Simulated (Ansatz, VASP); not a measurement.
# CaF2: VASP beside Ansatz

Contents of INCAR:

```
PREC = Accurate
ENCUT = 600
EDIFF = 1E-6
ISMEAR = -1
SIGMA = 0.03
LREAL = F
LASPH = T
NELM = 120
ALGO = Normal
ISIF = 2
LWAVE = F
LCHARG = F
NBANDS = 19
GGA_COMPAT = F
```

Contents of KPOINTS:

```
Automatic mesh
0
Gamma
  10 10 10
```

File POSCAR:

```
CaF2
1.0
    0.0000000000      2.7221153164      2.7221153164
    2.7221153164      0.0000000000      2.7221153164
    2.7221153164      2.7221153164      0.0000000000
Ca F
1 2
Direct
    0.0000000000      0.0000000000      0.0000000000
    0.2500000000      0.2500000000      0.2500000000
    0.7500000000      0.7500000000      0.7500000000
```

Input for Ansatz:

```yaml
crystal:
  lattice:
    - [0.0, 2.7221153164, 2.7221153164]
    - [2.7221153164, 0.0, 2.7221153164]
    - [2.7221153164, 2.7221153164, 0.0]
  atoms:
    - { symbol: Ca, position: [0.0, 0.0, 0.0] }
    - { symbol: F, position: [0.25, 0.25, 0.25] }
    - { symbol: F, position: [0.75, 0.75, 0.75] }
kpoints:
  mp_grid: { grid: [10, 10, 10] }
  band_path:
    path:
      - [0.0, 0.0, 0.0]
      - [0.5, 0.0, 0.5]
      - [0.625, 0.25, 0.625]
      - [0.375, 0.375, 0.75]
      - [0.0, 0.0, 0.0]
      - [0.5, 0.5, 0.5]
      - [0.5, 0.25, 0.75]
      - [0.5, 0.0, 0.5]
    npoints: 5
scf:
  occupations: { method: fermi_dirac, width: 0.03 }
hamiltonian:
  xc: lda
  pseudopotentials: { kind: all_electron, lapw: { basis_error: 0.0005 } }
output:
  forces: true
  stress: true
  eigenvalues: true
```

Change from the starting cell: volume scaled by 0.99.

Alike in both runs: task single point; functional LDA; k mesh 10 × 10 × 10; occupations fermi-dirac, width 0.03 eV; no spin polarisation.

|  | VASP | Ansatz |
| --- | --- | --- |
| version | VASP 6.6.1 | Ansatz 0.2.0 |
| potentials or method | VASP PAW LDA potentials, release 64 (Ca_sv, F), cutoff 600 eV | all-electron LAPW, scalar-relativistic |

Ansatz gave:

| Property | Result |
| --- | --- |
| gap on the k mesh at the Fermi level (eV) | 6.97 |
| pressure (GPa) | -5.7 |

Problem. Estimate VASP's values.

Solution. gap on the k mesh at the Fermi level (eV): 6.96; pressure (GPa): -5.4.

LDA's correlation is that of Perdew and Zunger in VASP and of Perdew and Wang (1992) in Ansatz. Ansatz ran all-electron here, and VASP with PAW potentials.
